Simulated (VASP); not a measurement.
# KMg2B2 (P4/mmm) in VASP: single point with PBE

Aim: the single point of KMg2B2 with PBE.

Program: VASP 6.6.1. These are calculated values, not measurements. Logs are shortened: lines on timing, memory, paths and dates and some standing lists are left out, and cuts for length are marked.

### 1 The cell of the first run

Symmetry: P4/mmm, No. 123, tetragonal system. The conventional cell has a = 4.051 Å, b = 4.051 Å, c = 5.494 Å, α = 90.00°, β = 90.00°, γ = 90.00°. Within 3.5 Å of Mg (site symmetry mmm) lie 4 B at 2.48 Å and 4 Mg at 2.86 Å and 4 K at 3.41 Å. B (site symmetry 4mm) has 4 Mg at 2.48 Å and 2 B at 2.64 to 2.86 Å and 4 K at 3.15 Å within 3.3 Å. Within 4.1 Å of K (site symmetry 4/mmm) lie 8 B at 3.15 Å and 8 Mg at 3.41 Å and 4 K at 4.05 Å.

### 2 Single point, PBE

POSCAR reads:

```
KMg2B2
1.0
    4.0505450000      0.0000000000      0.0000000000
    0.0000000000      4.0505450000      0.0000000000
    0.0000000000      0.0000000000      5.4944450000
Mg B K
2 2 1
Direct
    0.0000000000      0.5000000000      0.5000000000
    0.5000000000      0.0000000000      0.5000000000
    0.5000000000      0.5000000000      0.2400000000
    0.5000000000      0.5000000000      0.7600000000
    0.0000000000      0.0000000000      0.0000000000
```

INCAR.step1 reads:

```
SYSTEM = KMg2B2
PREC = Accurate ; ENCUT = 520
EDIFF = 1E-7 ; ISMEAR = -1
SIGMA = 0.1308 ; LREAL = .FALSE.
LASPH = .TRUE. ; NELM = 100
ALGO = Normal ; ISIF = 2
LWAVE = .FALSE. ; LCHARG = .TRUE.
GGA = PE ; NBANDS = 18
```

KPOINTS.step1 reads:

```
regular mesh
0
G
  8 8 6
  0 0 0
```

INCAR.step2 reads:

```
SYSTEM = KMg2B2
PREC = Accurate ; ENCUT = 520
EDIFF = 1E-7 ; ISMEAR = -5
SIGMA = 0.1308 ; LREAL = .FALSE.
LASPH = .TRUE. ; NELM = 100
ALGO = Normal ; ISIF = 2
LWAVE = .FALSE. ; LCHARG = .FALSE.
GGA = PE ; LORBIT = 10
NEDOS = 2001 ; ICHARG = 11
```

KPOINTS.step2 reads:

```
regular mesh
0
G
  12 12 9
  0 0 0
```

Potentials or basis: VASP PAW PBE potentials, release 64 (Mg, B, K_sv).

On the command line:

```console
> cat potpaw_PBE.64/Mg/POTCAR potpaw_PBE.64/B/POTCAR potpaw_PBE.64/K_sv/POTCAR > POTCAR
> cp INCAR.step1 INCAR
> cp KPOINTS.step1 KPOINTS
> mpirun -np 1 vasp_std > vasp.out
> cp INCAR.step2 INCAR
> cp KPOINTS.step2 KPOINTS
> mpirun -np 1 vasp_std > vasp.out
```

OUTCAR:

```text
SYSTEM = KMg2B2
   PREC = Accurate
   ENCUT = 520
   EDIFF = 1E-7
   ISMEAR = -5
   LREAL = .FALSE.
   LASPH = .TRUE.
   NELM = 100
   ISIF = 2
   GGA = PE
   LORBIT = 10
   ICHARG = 11

 ion  position               nearest neighbor table
   1  0.000  0.500  0.500-   3 2.48   4 2.48   3 2.48   4 2.48   2 2.86   2 2.86   2 2.86   2 2.86
                             5 3.41   5 3.41   5 3.41   5 3.41
   2  0.500  0.000  0.500-   3 2.48   4 2.48   3 2.48   4 2.48   1 2.86   1 2.86   1 2.86   1 2.86
                             5 3.41   5 3.41   5 3.41   5 3.41
   3  0.500  0.500  0.240-   1 2.48   2 2.48   2 2.48   1 2.48
   4  0.500  0.500  0.760-   1 2.48   2 2.48   2 2.48   1 2.48
   5  0.000  0.000  0.000-   1 3.41   2 3.41   1 3.41   2 3.41   1 3.41   1 3.41   2 3.41   2 3.41

  LATTYP: Found a simple tetragonal cell.
 ALAT       =     4.0505450000
 C/A-ratio  =     1.3564705490

  Lattice vectors:

 A1 = (   4.0505450000,   0.0000000000,   0.0000000000)
 A2 = (   0.0000000000,   4.0505450000,   0.0000000000)
 A3 = (   0.0000000000,   0.0000000000,   5.4944450000)

Analysis of symmetry for initial positions (statically):
=====================================================================
 Subroutine PRICEL returns:
 Original cell was already a primitive cell.

 Routine SETGRP: Setting up the symmetry group for a
 simple tetragonal supercell.

 Subroutine GETGRP returns: Found 16 space group operations
 (whereof 16 operations were pure point group operations)
 out of a pool of 16 trial point group operations.

The static configuration has the point symmetry D_4h.

Analysis of symmetry for dynamics (positions and initial velocities):
=====================================================================
 Subroutine PRICEL returns:
 Original cell was already a primitive cell.

 Routine SETGRP: Setting up the symmetry group for a
 simple tetragonal supercell.

 Subroutine GETGRP returns: Found 16 space group operations
 (whereof 16 operations were pure point group operations)
 out of a pool of 16 trial point group operations.

The dynamic configuration has the point symmetry D_4h.

 Subroutine INISYM returns: Found 16 space group operations
 (whereof 16 operations are pure point group operations),
 and found     1 'primitive' translations

----------------------------------------------------------------------------------------

                                     Primitive cell

  volume of cell :      90.1469

  direct lattice vectors                    reciprocal lattice vectors
     4.050545000  0.000000000  0.000000000     0.246880358  0.000000000  0.000000000
     0.000000000  4.050545000  0.000000000     0.000000000  0.246880358  0.000000000
     0.000000000  0.000000000  5.494445000     0.000000000  0.000000000  0.182002004

  length of vectors
     4.050545000  4.050545000  5.494445000     0.246880358  0.246880358  0.182002004

  position of ions in fractional coordinates (direct lattice)
     0.000000000  0.500000000  0.500000000
     0.500000000  0.000000000  0.500000000
     0.500000000  0.500000000  0.240000000
     0.500000000  0.500000000  0.760000000
     0.000000000  0.000000000  0.000000000

  ion indices of the primitive-cell ions
   primitive index   ion index
                 1           1
                 2           2
                 3           3
                 4           4
                 5           5

----------------------------------------------------------------------------------------

 KPOINTS: regular mesh

Automatic generation of k-mesh.
 Grid dimensions read from file:
 generate k-points for:   12   12    9

 Generating k-lattice:

  Cartesian coordinates                     Fractional coordinates (reciprocal lattice)
     0.020573363  0.000000000  0.000000000     0.083333333  0.000000000  0.000000000
     0.000000000  0.020573363  0.000000000     0.000000000  0.083333333  0.000000000
     0.000000000  0.000000000  0.020222445     0.000000000  0.000000000  0.111111111

  Length of vectors
     0.020573363  0.020573363  0.020222445

  Shift w.r.t. Gamma in fractional coordinates (k-lattice)
     0.000000000  0.000000000  0.000000000

 TETIRR: Found   1950 inequivalent tetrahedra from     7776

 Subroutine IBZKPT returns following result:
 ===========================================

 Found    140 irreducible k-points:

 Following reciprocal coordinates:
            Coordinates               Weight
  0.000000  0.000000  0.000000      1.000000
  0.083333  0.000000  0.000000      4.000000
  0.166667  0.000000  0.000000      4.000000
  0.250000  0.000000  0.000000      4.000000
  0.333333  0.000000  0.000000      4.000000
  0.416667  0.000000  0.000000      4.000000
[... 16 lines left out ...]
  0.333333  0.333333  0.000000      4.000000
  0.416667  0.333333  0.000000      8.000000
 [... further k-points ...]
   k-points           NKPTS =    140   k-points in BZ     NKDIM =    140   number of bands    NBANDS=     13
   number of dos      NEDOS =   2001   number of ions     NIONS =      5
   total plane-waves  NPLWV =  37800
   dimension x,y,z NGX =    30 NGY =   30 NGZ =   42
   dimension x,y,z NGXF=    60 NGYF=   60 NGZF=   84
   ions per type =               2   2   1
   NGX,Y,Z   is equivalent  to a cutoff of  12.31, 12.31, 12.71 a.u.
   NGXF,Y,Z  is equivalent  to a cutoff of  24.63, 24.63, 25.42 a.u.
 SYSTEM =  KMg2B2
   PREC   = accura    normal or accurate (medium, high low for compatibility)
   ISTART =      0    job   : 0-new  1-cont  2-samecut
   ICHARG =     11    charge: 1-file 2-atom 10-const
   ISPIN  =      1    spin polarized calculation?
   LNONCOLLINEAR =      F non collinear calculations
   LSORBIT =      F    spin-orbit coupling
   LASPH  =      T    aspherical Exc in radial PAW
   ENCUT  =  520.0 eV  38.22 Ry    6.18 a.u.   7.53  7.53 10.22*2*pi/ulx,y,z
   NELM   =    100;   NELMIN=  2; NELMDL=  0     # of ELM steps
   EDIFF  = 0.1E-06   stopping-criterion for ELM
   LREAL  =      F    real-space projection
   EDIFFG = 0.1E-05   stopping-criterion for IOM
   NSW    =      0    number of steps for IOM
   IBRION =     -1    ionic relax: 0-MD 1-quasi-New 2-CG
   NFREE  =      0    steps in history (QN), initial steepest desc. (CG)
   ISIF   =      2    stress and relaxation
   ISYM   =      2    0-nonsym 1-usesym 2-fastsym
   POTIM  = 0.5000    time-step for ionic-motion
   TEBEG  =    0.0;   TEEND  =   0.0 temperature during run
   PSTRESS=    0.0 pullay stress
   NELECT =      19.0000    total number of electrons
   NUPDOWN=      -1.0000    fix difference up-down
   EMIN   =  10.00;   EMAX   =-10.00  energy-range for DOS
   EFERMI =   0.00;   METHOD = LEGACY
   ISMEAR =    -5;   SIGMA  =   0.13  broadening in eV -4-tet -1-fermi 0-gaus
   EFERMI_NEDOS =   21; number of points for ismear=-14 and -15
   IALGO  =     38    algorithm
   IMIX   =      4    mixing-type and parameters
     AMIX     =   0.40;   BMIX     =  1.00
     AMIX_MAG =   1.60;   BMIX_MAG =  1.00
  volume/ion in A,a.u.               =      18.03       121.67
  Fermi-wavevector in a.u.,A,eV,Ry     =   0.974262  1.841088 12.914467  0.949187
  Thomas-Fermi vector in A             =   2.104708
   LORBIT       =     10    0 simple, 1 ext, 2 COOP (PROOUT), +10 PAW based schemes
   GGA     = PE    functional components
   LHFCALC =     F    Hartree Fock is set to
   AEXX    =    0.0000 exact exchange contribution
   IVDW    =     0    specifies the selected vdW correction
   LEPSILON=     F    determine dielectric tensor
   LRPA    =     F    only Hartree local field effects (RPA)
 non-spin polarized calculation
 Fermi weights with tetrahedron method with Bloechl corrections
  energy-cutoff  :      520.00
  volume of cell :       90.15
 maximum number of plane-waves:      2451

 number of electron      19.0000000 magnetization

 Free energy of the ion-electron system (eV)
  ---------------------------------------------------
  ext. energy  EPLUGINS =         0.00000000
  ---------------------------------------------------
  free energy    TOTEN  =       -12.56304576 eV

  energy without entropy =      -12.56304576  energy(sigma->0) =      -12.56304576

 E-fermi :   2.1056     XC(G=0):  -9.1063

 val. band max:        2.1658843344   @ k =   0.1667   0.1667   0.4444
 cond. band min:       1.9769425577   @ k =   0.2500   0.0833   0.3333
 fundamental gap:     -0.1889417768
 Fermi energy:         2.1056068115

 k-point     1 :       0.0000    0.0000    0.0000
  band No.  band energies     occupation
      1     -27.3521      2.00000
      2     -11.0873      2.00000
      3     -10.8181      2.00000
      4     -10.8181      2.00000
      5      -6.1036      2.00000
      6      -2.1872      2.00000
      7      -0.6723      2.00000
      8       1.7084      2.00000
      9       1.7084      2.00000
     10       2.6831      0.00000
     11       3.6489      0.00000
     12       3.6489      0.00000
     13       5.2996      0.00000

 k-point     2 :       0.0833    0.0000    0.0000
  band No.  band energies     occupation
      1     -27.3514      2.00000
      2     -11.0845      2.00000
      3     -10.8357      2.00000
      4     -10.8163      2.00000
      5      -6.0503      2.00000
      6      -2.1716      2.00000
      7      -0.6317      2.00000
      8       1.1893      2.00000
      9       1.7201      2.00000
     10       3.0587      0.00000
     11       3.4985      0.00000
     12       3.6796      0.00000
     13       5.5331      0.00000

 k-point     3 :       0.1667    0.0000    0.0000
  band No.  band energies     occupation
      1     -27.3493      2.00000
      2     -11.0770      2.00000
      3     -10.8830      2.00000
      4     -10.8115      2.00000
      5      -5.8969      2.00000
      6      -2.1275      2.00000
      7      -0.5298      2.00000
      8       0.3720      2.00000
      9       1.7525      2.00000
     10       3.1306      0.00000
     11       3.4900      0.00000
     12       3.7668      0.00000
     13       6.1661      0.00000
[... 305 lines left out ...]
 k-point    23 :       0.3333    0.3333    0.0000
  band No.  band energies     occupation
      1     -27.3352      2.00000
      2     -11.0301      2.00000
      3     -10.9705      2.00000
      4     -10.9502      2.00000
      5      -4.9197      2.00000
      6      -1.6253      2.00000
      7      -0.8317      2.00000
      8      -0.0836      2.00000
      9       0.2432      2.00000
     10       2.1817      0.66602
     11       2.5069     -0.05276
     12       2.6779     -0.03183
     13       7.0109      0.00000

 k-point    24 :       0.4167    0.3333    0.0000
  band No.  band energies     occupation
      1     -27.3332      2.00000
      2     -11.0236      2.00000
      3     -10.9991      2.00000
      4     -10.9482      2.00000
      5      -4.7752      2.00000
      6      -1.5110      2.00000
      7      -0.9513      2.00000
      8      -0.1245      2.00000
      9       0.3236      2.00000
     10       1.9748      2.00866
     11       2.2410      0.17039
     12       2.3771     -0.05864
     13       6.8979      0.00000

 [... further k-points ...]

------------------------ aborting loop because EDIFF is reached ----------------------------------------

  FORCE on cell =-STRESS in cart. coord.  units (eV):
  Direction    XX          YY          ZZ          XY          YZ          ZX
  --------------------------------------------------------------------------------------
  -------------------------------------------------------------------------------------
  Total        3.1941776      3.1941776     -2.0896547      0.0000000      0.0000000      0.0000000
  in kB       56.7700000     56.7700000    -37.1393547      0.0000000      0.0000000      0.0000000
  external PRESSURE =      25.4668818 kB  Pullay stress =       0.0000000 kB

 VOLUME and BASIS-vectors are now :
 -----------------------------------------------------------------------------
  energy-cutoff  :      520.00
  volume of cell :       90.15
      direct lattice vectors                 reciprocal lattice vectors
     4.050545000  0.000000000  0.000000000     0.246880358  0.000000000  0.000000000
     0.000000000  4.050545000  0.000000000     0.000000000  0.246880358  0.000000000
     0.000000000  0.000000000  5.494445000     0.000000000  0.000000000  0.182002004

 POSITION                                       TOTAL-FORCE (eV/Angst)
 -----------------------------------------------------------------------------------
      0.00000      2.02527      2.74722         0.000000      0.000000      0.000000
      2.02527      0.00000      2.74722         0.000000      0.000000      0.000000
      2.02527      2.02527      1.31867        -0.000000     -0.000000     -0.012738
      2.02527      2.02527      4.17578         0.000000     -0.000000      0.012738
      0.00000      0.00000      0.00000         0.000000      0.000000      0.000000
 -----------------------------------------------------------------------------------
    total drift:                                0.000000      0.000000      0.000000

  FREE ENERGIE OF THE ION-ELECTRON SYSTEM (eV)
  ---------------------------------------------------
  free  energy   TOTEN  =       -12.5630457640 eV

  energy  without entropy=      -12.5630457640  energy(sigma->0) =      -12.56304576

 total charge

# of ion       s       p       d       tot
------------------------------------------
    1        0.217   0.173   0.022   0.412
    2        0.217   0.173   0.022   0.412
    3        0.756   0.773   0.000   1.529
    4        0.756   0.773   0.000   1.529
    5        1.976   5.590   0.056   7.622
--------------------------------------------------
tot          3.921   7.482   0.101  11.504
```

Wall time 2.3 min (1 thread of Intel Xeon Platinum 8375C at 2.90GHz (Ice Lake), shared host); peak memory 0.33 GiB.

What came out:

```
Valence electrons inside the program's atomic spheres : Mg 0.41; B 1.53; K 7.62
```

Caveat: tetrahedron occupations give inexact forces and stress in metals.
